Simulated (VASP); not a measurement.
# Te2Mo (P6_3/mmc) in VASP: notebook, part 2 of 2

VASP 6.6.1.

### Step 4. Single point, revPBE

This run uses another cell than the first one, of 25.46 Å³/atom, 1.062 times its volume.

Contents of INCAR:

```
SYSTEM = Te2Mo
PREC = Accurate
ENCUT = 520
EDIFF = 1E-7
ISMEAR = -1
SIGMA = 0.05
LREAL = .FALSE.
LASPH = .TRUE.
NELM = 80
ALGO = Normal
ISIF = 2
LWAVE = .FALSE.
LCHARG = .FALSE.
GGA = RE
NBANDS = 35
```

Contents of KPOINTS:

```
Automatic mesh
0
G
  9 9 2
  0 0 0
```

Contents of POSCAR:

```
Te2Mo
1.0
    3.5415000168      0.0000000000      0.0000000000
   -1.7707500084      3.0670289820      0.0000000000
    0.0000000000      0.0000000000     14.0661430943
Te Mo
4 2
Direct
    0.6666666667      0.3333333333      0.3790000000
    0.3333333333      0.6666666667      0.8790000000
    0.6666666667      0.3333333333      0.1210000000
    0.3333333333      0.6666666667      0.6210000000
    0.6666666667      0.3333333333      0.7500000000
    0.3333333333      0.6666666667      0.2500000000
```

Potentials or basis: VASP PAW PBE potentials, release 64 (Te, Mo_sv).

The run is started by

```console
$ cat potpaw_PBE.64/Te/POTCAR potpaw_PBE.64/Mo_sv/POTCAR > POTCAR
$ mpirun -np 1 vasp_std > vasp.out
```

OUTCAR:

```text
SYSTEM = Te2Mo
   PREC = Accurate
   ENCUT = 520
   EDIFF = 1E-7
   ISMEAR = -1
   LREAL = .FALSE.
   LASPH = .TRUE.
   NELM = 80
   ISIF = 2
   GGA = RE

 ion  position               nearest neighbor table
   1  0.667  0.333  0.379-   6 2.73   6 2.73   6 2.73   3 3.63
   2  0.333  0.667  0.879-   5 2.73   5 2.73   5 2.73   4 3.63
   3  0.667  0.333  0.121-   6 2.73   6 2.73   6 2.73   1 3.63
   4  0.333  0.667  0.621-   5 2.73   5 2.73   5 2.73   2 3.63
[... 1120 lines left out ...]
  -------------------------------------------------------------------------------------
  Total        2.0245574      2.0245574      2.4046384      0.0000000     -0.0000000      0.0000000
  in kB       21.2305140     21.2305140     25.2162324      0.0000000     -0.0000000      0.0000000
  external PRESSURE =      22.5590868 kB  Pullay stress =       0.0000000 kB

 VOLUME and BASIS-vectors are now :
 -----------------------------------------------------------------------------
  energy-cutoff  :      520.00
  volume of cell :      152.78
      direct lattice vectors                 reciprocal lattice vectors
     3.541500017  0.000000000  0.000000000     0.282366228  0.163024218  0.000000000
    -1.770750008  3.067028982  0.000000000     0.000000000  0.326048435  0.000000000
     0.000000000  0.000000000 14.066143094     0.000000000  0.000000000  0.071092694

 POSITION                                       TOTAL-FORCE (eV/Angst)
 -----------------------------------------------------------------------------------
      1.77075      1.02234      5.33107        -0.000000      0.000000     -0.027804
     -0.00000      2.04469     12.36414         0.000000     -0.000000     -0.027804
      1.77075      1.02234      1.70200        -0.000000      0.000000      0.027804
     -0.00000      2.04469      8.73507         0.000000     -0.000000      0.027804
      1.77075      1.02234     10.54961        -0.000000      0.000000      0.000000
     -0.00000      2.04469      3.51654         0.000000     -0.000000      0.000000
 -----------------------------------------------------------------------------------
    total drift:                               -0.000000      0.000000     -0.000000

  FREE ENERGIE OF THE ION-ELECTRON SYSTEM (eV)
  ---------------------------------------------------
  free  energy   TOTEN  =       -33.7946930984 eV

  energy  without entropy=      -33.7946709985  energy(sigma->0) =      -33.79468205
```

stdout:

```text
POSCAR found type information on POSCAR TeMo
 POSCAR found :  2 types and       6 ions
 scaLAPACK will be used
 -----------------------------------------------------------------------------
|                                                                             |
|                                                                             |
|     You enforced a specific xc type in the INCAR file but a different       |
|     I HOPE YOU KNOW WHAT YOU ARE DOING!                                     |
|                                                                             |
 -----------------------------------------------------------------------------

 LDA part: xc-table for (Slater+PW92), standard interpolation
 POSCAR, INCAR and KPOINTS ok, starting setup
 FFT: planning ... GRIDC
 FFT: planning ... GRID_SOFT
 FFT: planning ... GRID
 WAVECAR not read
 entering main loop
```

Wall time 94 s (1 thread of Intel Xeon 6975P-C (Granite Rapids), shared host); peak memory 0.33 GiB.

What came out:

```yaml
Free_energy: -33.7947 eV
Pressure: 2.3 GPa
Largest_force: 0.028 eV/Å
Band_gap_on_the_k_mesh: 0.81 eV, indirect (least direct gap 1.01 eV)
```

Forces on the atoms (eV/Å):
```
Te   0.000  0.000 -0.028
Te   0.000  0.000 -0.028
Te   0.000  0.000  0.028
Te   0.000  0.000  0.028
Mo   0.000  0.000  0.000
Mo   0.000  0.000  0.000
```

Caveat: the PAW data sets were made with another functional, which shifts forces and pressure a little; spin-orbit coupling is left out, which moves the levels of the heavy elements; this functional lacks dispersion, which binds the layers, so the pressure and a relaxed spacing across them are unreliable.

### Step 5. Single point, revPBE

This run uses another cell than the first one, of 25.96 Å³/atom, 1.083 times its volume.

INCAR, as its differences from that of step 4:

```diff
@@ -3,3 +3,3 @@
 ENCUT = 520
-EDIFF = 1E-7
+EDIFF = 1E-6
 ISMEAR = -1
@@ -8,3 +8,3 @@
 LASPH = .TRUE.
-NELM = 80
+NELM = 60
 ALGO = Normal
```

Contents of KPOINTS:

```
regular mesh
0
G
  9 9 2
  0 0 0
```

POSCAR, as its differences from that of step 4:

```diff
@@ -2,5 +2,5 @@
 1.0
-    3.5415000168      0.0000000000      0.0000000000
-   -1.7707500084      3.0670289820      0.0000000000
-    0.0000000000      0.0000000000     14.0661430943
+    3.5644974145      0.0000000000      0.0000000000
+   -1.7822487073      3.0869453127      0.0000000000
+    0.0000000000      0.0000000000     14.1574842452
 Te Mo
```

The run is started by

```console
$ cat potpaw_PBE.64/Te/POTCAR potpaw_PBE.64/Mo_sv/POTCAR > POTCAR
$ mpirun -np 1 vasp_std > vasp.out
```

It took 89 s on 1 thread of Intel Xeon 6975P-C (Granite Rapids), shared host; peak memory 0.33 GiB.

It converged, with:

```
Free energy            : -33.8197 eV
Pressure               : 0.4 GPa
Largest force          : 0.277 eV/Å
Band gap on the k mesh : 0.81 eV, indirect (least direct gap 0.99 eV)
```

Forces in eV/Å, atoms in the order of the input:
```
Te   0.000  0.000 -0.277
Te   0.000  0.000 -0.277
Te   0.000  0.000  0.277
Te   0.000  0.000  0.277
Mo   0.000  0.000  0.000
Mo   0.000  0.000  0.000
```

Levels at points of the mesh, in eV from the valence-band top:
```csv
k point,band 22,band 23,band 24,band 25,band 26,band 27,band 28,band 29,band 30,band 31
"(0.00, 0.00, 0.00)",-0.96,-0.96,-0.93,-0.34,0.00,2.77,2.77,2.89,2.89,2.97
"(0.00, 0.00, 0.50)",-0.98,-0.98,-0.98,-0.08,-0.08,2.80,2.80,2.80,2.80,3.11
```

Caveat: the PAW data sets were made with another functional, which shifts forces and pressure a little; spin-orbit coupling is left out, which moves the levels of the heavy elements; this functional lacks dispersion, which binds the layers, so the pressure and a relaxed spacing across them are unreliable.

### Step 6. Overview

```tsv
cell	gap on the mesh (eV)	pressure (GPa)	largest force (eV/Å)
a = 3.471, b = 3.471, c = 13.785 Å, angles 90.0, 90.0, 120.0°, 6 atoms	0.77	9.1	0.86
a = 3.495, b = 3.495, c = 13.880 Å, angles 90.0, 90.0, 120.0°, 6 atoms	0.78	6.6	0.54
a = 3.542, b = 3.542, c = 14.066 Å, angles 90.0, 90.0, 120.0°, 6 atoms	0.81	2.3	0.03
a = 3.564, b = 3.564, c = 14.157 Å, angles 90.0, 90.0, 120.0°, 6 atoms	0.81	0.4	0.28
```

Alike in all rows: task single point; level revPBE; potentials or basis VASP PAW PBE potentials, release 64 (Te, Mo_sv); no spin polarisation; k mesh 9 × 9 × 2; cutoff (eV) 520; smearing fermi-dirac 0.05 eV.

Caveats: the PAW data sets were made with another functional, which shifts forces and pressure a little; spin-orbit coupling is left out, which moves the levels of the heavy elements; this functional lacks dispersion, which binds the layers, so the pressure and a relaxed spacing across them are unreliable.

Total energies depend on the potentials used, so only differences within one code and one set of settings carry meaning.

### Step 7. Comparison with measurements

Step 4. Against the measured gap of Te2Mo, 0.88 eV (indirect; 300 K; quoted in “Broadband infrared study of pressure-tunable Fano resonance and metallization transition in 2H-MoTe2”, 2022, pmc:9569381), the calculated 0.81 eV is off by -0.07 eV. Spin-orbit coupling on Mo, Te is left out. The value is that of revPBE on a finite k mesh, which can miss the band edges, without temperature or zero-point motion. Semilocal functionals fall short of measured gaps as a rule.

Step 5. A measured gap of Te2Mo is 0.88 eV (indirect; 300 K; quoted in “Broadband infrared study of pressure-tunable Fano resonance and metallization transition in 2H-MoTe2”, 2022, pmc:9569381); the calculated 0.81 eV misses it by -0.07 eV. Spin-orbit coupling on Mo, Te is left out. The value is that of revPBE on a finite k mesh, which can miss the band edges, without temperature or zero-point motion. Semilocal functionals fall short of measured gaps as a rule.
